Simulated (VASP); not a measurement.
A run of VASP 6.6.1 is set up as follows.

The input INCAR:

```
  PREC = Accurate
  ENCUT = 600
  EDIFF = 1E-7
  ISMEAR = 0
  SIGMA = 0.1
  LREAL = F
  LASPH = T
  NELM = 80
  ALGO = Normal
  ISIF = 3
  LWAVE = F
  LCHARG = F
  GGA = PE
  IBRION = 2
  NSW = 100
  EDIFFG = -0.01
```

The input KPOINTS:

```
Automatic mesh
0
Gamma
  12 12 6
```

POSCAR

```
Al3P2
1.0
    3.9613321234      0.0000000000      0.0000000000
   -1.9806660617      3.4306142517      0.0000000000
    0.0000000000      0.0000000000      6.7219373346
Al P
3 2
Direct
    0.0000000000      0.0000000000      0.0000000000
    0.3333333333      0.6666666667      0.6305498583
    0.6666666667      0.3333333333      0.3694501417
    0.3333333333      0.6666666667      0.2429323780
    0.6666666667      0.3333333333      0.7570676220
```

Potentials or basis: VASP PAW PBE potentials, release 64 (Al, P).

Launch:

```sh
$ cat potpaw_PBE.64/Al/POTCAR potpaw_PBE.64/P/POTCAR > POTCAR
$ mpirun -np 1 vasp_std > vasp.out
```

(1) Predict the relaxed cell.

(2) What does it give for the band gap on the k mesh?

Results:

(1) a = 3.541 Å, b = 3.541 Å, c = 8.051 Å, α = 90.00°, β = 90.00°, γ = 120.00°.

(2) zero (an odd number of electrons rules out a gap without spin polarisation).

Caveat: a cell axis changed by over 15 % at a fixed basis, so the end point is rough.
